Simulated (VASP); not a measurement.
# SrVO3 (Pm-3m) in VASP: single point with revPBE+D3(BJ)

Aim: the single point of SrVO3 with revPBE+D3(BJ).

Everything below comes from runs of VASP 6.6.1. Logs are shortened: lines on timing, memory, paths and dates and some standing lists are left out, and cuts for length are marked.

## (1) The cell of the first run

It takes space group Pm-3m (No. 221, cubic). The conventional cell has a = 3.841 Å, b = 3.841 Å, c = 3.841 Å, α = 90.00°, β = 90.00°, γ = 90.00°. Within 3.6 Å of Sr (site symmetry m-3m) lie 12 O at 2.72 Å and 8 V at 3.33 Å. V (site symmetry m-3m) has 6 O at 1.92 Å within 2.5 Å. O (site symmetry 4/mmm) has 2 V at 1.92 Å within 2.5 Å.

## (2) Single point, revPBE+D3(BJ), collinear spin, ferromagnetic start

INCAR reads:

```
PREC = Accurate
ENCUT = 600
EDIFF = 1E-6
ISMEAR = 0
SIGMA = 0.1
LREAL = False
LASPH = True
NELM = 200
ALGO = Normal
ISIF = 2
LWAVE = False
LCHARG = True
ISPIN = 2
MAGMOM = 0 2 0 0 0
LORBIT = 11
LMAXMIX = 4
GGA = RE
IVDW = 12
LELF = True
LVHAR = True
NBANDS = 32
GGA_COMPAT = False
```

KPOINTS reads:

```
Automatic mesh
0
Gamma
  8 8 8
  0.5 0.5 0.5
```

POSCAR reads:

```
SrVO3
1.0
    3.8409000000      0.0000000000      0.0000000000
    0.0000000000      3.8409000000      0.0000000000
    0.0000000000      0.0000000000      3.8409000000
Sr V O
1 1 3
Direct
    0.5000000000      0.5000000000      0.5000000000
    0.0000000000      0.0000000000      0.0000000000
    0.5000000000      0.0000000000      0.0000000000
    0.0000000000      0.0000000000      0.5000000000
    0.0000000000      0.5000000000      0.0000000000
```

Potentials or basis: VASP PAW PBE potentials, release 64 (Sr_sv, V_sv, O).

On the command line:

```bash
cat potpaw_PBE.64/Sr_sv/POTCAR potpaw_PBE.64/V_sv/POTCAR potpaw_PBE.64/O/POTCAR > POTCAR
mpirun -np 1 vasp_std > vasp.out
```

OUTCAR:

```text
PREC = Accurate
   ENCUT = 600
   EDIFF = 1E-6
   ISMEAR = 0
   LREAL = False
   LASPH = True
   NELM = 200
   ISIF = 2
   ISPIN = 2
   LORBIT = 11
   GGA = RE
   IVDW = 12
 IVDW          = 12

 ion  position               nearest neighbor table
   1  0.500  0.500  0.500-   3 2.72   4 2.72   5 2.72   3 2.72   5 2.72   3 2.72   4 2.72   3 2.72
                             4 2.72   5 2.72   5 2.72   4 2.72   2 3.33   2 3.33   2 3.33   2 3.33
   2  0.000  0.000  0.000-   3 1.92   4 1.92   5 1.92   4 1.92   5 1.92   3 1.92   1 3.33   1 3.33
                             1 3.33   1 3.33   1 3.33   1 3.33   1 3.33   1 3.33
   3  0.500  0.000  0.000-   2 1.92   2 1.92   1 2.72   1 2.72   1 2.72   1 2.72
   4  0.000  0.000  0.500-   2 1.92   2 1.92   1 2.72   1 2.72   1 2.72   1 2.72
   5  0.000  0.500  0.000-   2 1.92   2 1.92   1 2.72   1 2.72   1 2.72   1 2.72

  LATTYP: Found a simple cubic cell.
 ALAT       =     3.8409000000

  Lattice vectors:

 A1 = (   3.8409000000,   0.0000000000,   0.0000000000)
 A2 = (   0.0000000000,   3.8409000000,   0.0000000000)
 A3 = (   0.0000000000,   0.0000000000,   3.8409000000)

Analysis of symmetry for initial positions (statically):
=====================================================================
 Subroutine PRICEL returns:
 Original cell was already a primitive cell.

 Routine SETGRP: Setting up the symmetry group for a
 simple cubic supercell.

 Subroutine GETGRP returns: Found 48 space group operations
 (whereof 48 operations were pure point group operations)
 out of a pool of 48 trial point group operations.

The static configuration has the point symmetry O_h .

Analysis of symmetry for dynamics (positions and initial velocities):
=====================================================================
 Subroutine PRICEL returns:
 Original cell was already a primitive cell.

 Routine SETGRP: Setting up the symmetry group for a
 simple cubic supercell.

 Subroutine GETGRP returns: Found 48 space group operations
 (whereof 48 operations were pure point group operations)
 out of a pool of 48 trial point group operations.

The dynamic configuration has the point symmetry O_h .

Analysis of structural, dynamic, and magnetic symmetry:
=====================================================================
 Subroutine PRICEL returns:
 Original cell was already a primitive cell.

 Routine SETGRP: Setting up the symmetry group for a
 simple cubic supercell.

 Subroutine GETGRP returns: Found 48 space group operations
 (whereof 48 operations were pure point group operations)
 out of a pool of 48 trial point group operations.

[... 132 lines left out ...]
 spin polarized calculation
 Gauss-broadening in eV      SIGMA  =   0.10
  energy-cutoff  :      600.00
  volume of cell :       56.66
 maximum number of plane-waves:      1900
 NGX is ok and might be reduce to    32
   NGX = 15   NGY = 15   NGZ = 15

 number of electron      40.9999997 magnetization       0.4697570

 Free energy of the ion-electron system (eV)
  ---------------------------------------------------
  ext. energy  EPLUGINS =         0.00000000
  ---------------------------------------------------
  free energy    TOTEN  =       -37.42443281 eV

  energy without entropy =      -37.41617024  energy(sigma->0) =      -37.42030152

 E-fermi :   6.4608     XC(G=0): -11.4060

 val. band max:        6.4506555254   @ k =   0.1875   0.1875   0.0625
 cond. band min:       6.4931658984   @ k =   0.1875   0.0625   0.0625
 fundamental gap:      0.0425103729
 Fermi energy:         6.4607910513

 spin component 1

 k-point     1 :       0.0625    0.0625    0.0625
  band No.  band energies     occupation
      1     -59.7804      1.00000
      2     -33.5604      1.00000
      3     -33.5603      1.00000
      4     -33.5603      1.00000
      5     -28.2044      1.00000
      6     -13.4196      1.00000
[... 689 lines left out ...]
     31      15.5062      0.00000
     32      19.3904      0.00000
 Fermi energy:         6.4607910513

 spin component 2

 k-point     1 :       0.0625    0.0625    0.0625
  band No.  band energies     occupation
      1     -59.3019      1.00000
      2     -33.0876      1.00000
      3     -33.0874      1.00000
      4     -33.0874      1.00000
      5     -28.2042      1.00000
      6     -13.4119      1.00000
[... 689 lines left out ...]
     31      15.5328      0.00000
     32      19.4021      0.00000

------------------------ aborting loop because EDIFF is reached ----------------------------------------

 Edisp (eV)   -2.49617

 E8    (eV) :    -1.7191

  FORCE on cell =-STRESS in cart. coord.  units (eV):
  Direction    XX          YY          ZZ          XY          YZ          ZX
  --------------------------------------------------------------------------------------
  -------------------------------------------------------------------------------------
  Total      -0.08516    -0.08516    -0.08516     0.00000     0.00000    -0.00000
  in kB      -2.40798    -2.40798    -2.40798     0.00000     0.00000    -0.00000
  external pressure =       -2.41 kB  Pullay stress =        0.00 kB

 VOLUME and BASIS-vectors are now :
 -----------------------------------------------------------------------------
  energy-cutoff  :      600.00
  volume of cell :       56.66
      direct lattice vectors                 reciprocal lattice vectors
     3.840900000  0.000000000  0.000000000     0.260355646  0.000000000  0.000000000
     0.000000000  3.840900000  0.000000000     0.000000000  0.260355646  0.000000000
     0.000000000  0.000000000  3.840900000     0.000000000  0.000000000  0.260355646

 POSITION                                       TOTAL-FORCE (eV/Angst)
 -----------------------------------------------------------------------------------
      1.92045      1.92045      1.92045         0.000000      0.000000      0.000000
      0.00000      0.00000      0.00000         0.000000      0.000000      0.000000
      1.92045      0.00000      0.00000         0.000000      0.000000      0.000000
      0.00000      0.00000      1.92045         0.000000      0.000000      0.000000
      0.00000      1.92045      0.00000         0.000000      0.000000      0.000000
 -----------------------------------------------------------------------------------
    total drift:                                0.000000      0.000000     -0.000000

  FREE ENERGIE OF THE ION-ELECTRON SYSTEM (eV)
  ---------------------------------------------------
  free  energy   TOTEN  =       -39.9206035828 eV

  energy  without entropy=      -39.9123410138  energy(sigma->0) =      -39.91647230

 total charge

# of ion       s       p       d       tot
------------------------------------------
    1        2.001   5.826   0.216   8.043
    2        2.285   6.349   2.950  11.584
    3        1.565   3.493   0.000   5.057
    4        1.565   3.493   0.000   5.057
    5        1.565   3.493   0.000   5.057
--------------------------------------------------
tot          8.980  22.652   3.167  34.799

 magnetization (x)

# of ion       s       p       d       tot
------------------------------------------
    1       -0.000  -0.000   0.001   0.001
    2        0.003   0.004   0.444   0.451
    3       -0.000  -0.005   0.000  -0.006
    4       -0.000  -0.005   0.000  -0.006
    5       -0.000  -0.005   0.000  -0.006
--------------------------------------------------
tot          0.002  -0.013   0.445   0.434
```

OSZICAR:

```text
N       E                     dE             d eps       ncg     rms          rms(c)
DAV:   1     0.407246622621E+03    0.40725E+03   -0.23155E+04  2560   0.148E+03
DAV:   2    -0.216195761836E+02   -0.42887E+03   -0.40916E+03  2968   0.412E+02
DAV:   3    -0.467627329444E+02   -0.25143E+02   -0.24882E+02  3352   0.103E+02
DAV:   4    -0.474455326273E+02   -0.68280E+00   -0.68156E+00  3584   0.124E+01
DAV:   5    -0.474594205412E+02   -0.13888E-01   -0.13887E-01  3304   0.142E+00    0.390E+01
DAV:   6    -0.387986483438E+02    0.86608E+01   -0.44600E+01  2856   0.589E+01    0.173E+01
DAV:   7    -0.380678189056E+02    0.73083E+00   -0.18740E+01  2680   0.386E+01    0.175E+01
DAV:   8    -0.374450982299E+02    0.62272E+00   -0.15273E+00  2936   0.106E+01    0.699E+00
DAV:   9    -0.374807085147E+02   -0.35610E-01   -0.53648E-01  3032   0.589E+00    0.282E+00
DAV:  10    -0.374248133748E+02    0.55895E-01   -0.16551E-01  2776   0.372E+00    0.553E-01
DAV:  11    -0.374241937933E+02    0.61958E-03   -0.92350E-03  3136   0.658E-01    0.321E-01
DAV:  12    -0.374244850958E+02   -0.29130E-03   -0.35677E-03  2960   0.353E-01    0.110E-01
DAV:  13    -0.374245676560E+02   -0.82560E-04   -0.92270E-04  3232   0.201E-01    0.131E-01
DAV:  14    -0.374244937175E+02    0.73938E-04   -0.10198E-04  2952   0.894E-02    0.805E-02
DAV:  15    -0.374244554820E+02    0.38235E-04   -0.29739E-05  3344   0.431E-02    0.561E-02
DAV:  16    -0.374244318114E+02    0.23671E-04   -0.69934E-05  3112   0.676E-02    0.144E-02
DAV:  17    -0.374244328535E+02   -0.10421E-05   -0.12871E-05  3120   0.234E-02    0.866E-03
DAV:  18    -0.374244328081E+02    0.45423E-07   -0.69159E-07  1520   0.504E-03
   1 F= -.39920604E+02 E0= -.39916472E+02  d E =-.826257E-02  mag=     0.4696
```

Wall time 58 s (1 thread of Intel Xeon 6975P-C (Granite Rapids), shared host); peak memory 0.25 GiB.

Results:

```
Free energy                                           : -39.9206 eV
Pressure                                              : -0.2 GPa
Net moment                                            : 0.47 μB per cell
Site moments                                          : Sr +0.00; V +0.45; O -0.01 μB
Valence electrons inside the program's atomic spheres : Sr 8.04; V 11.58; O 5.06
Dispersion energy per atom                            : -0.499 eV
```

Levels at points of the mesh, in eV from the Fermi level:
Spin up:
```csv
k point,band 16,band 17,band 18,band 19,band 20,band 21,band 22,band 23,band 24,band 25
"(0.06, 0.06, 0.06)",-3.57,-3.25,-2.80,-2.62,-2.62,-1.05,-1.00,-1.00,1.34,1.34
```
Spin down:
| k point | band 16 | band 17 | band 18 | band 19 | band 20 | band 21 | band 22 | band 23 | band 24 | band 25 |
| --- | --- | --- | --- | --- | --- | --- | --- | --- | --- | --- |
| (0.06, 0.06, 0.06) | -3.54 | -3.25 | -2.77 | -2.61 | -2.61 | -0.54 | -0.50 | -0.50 | 1.58 | 1.58 |

Caveat: the PAW data sets were made with another functional, which shifts forces and pressure a little; semilocal functionals often make such compounds metallic where correlation or magnetic order opens a gap, which also shifts bond lengths. With open d or f shells a metallic result of revPBE can be an artefact of self-interaction; +U or a hybrid may open a gap.
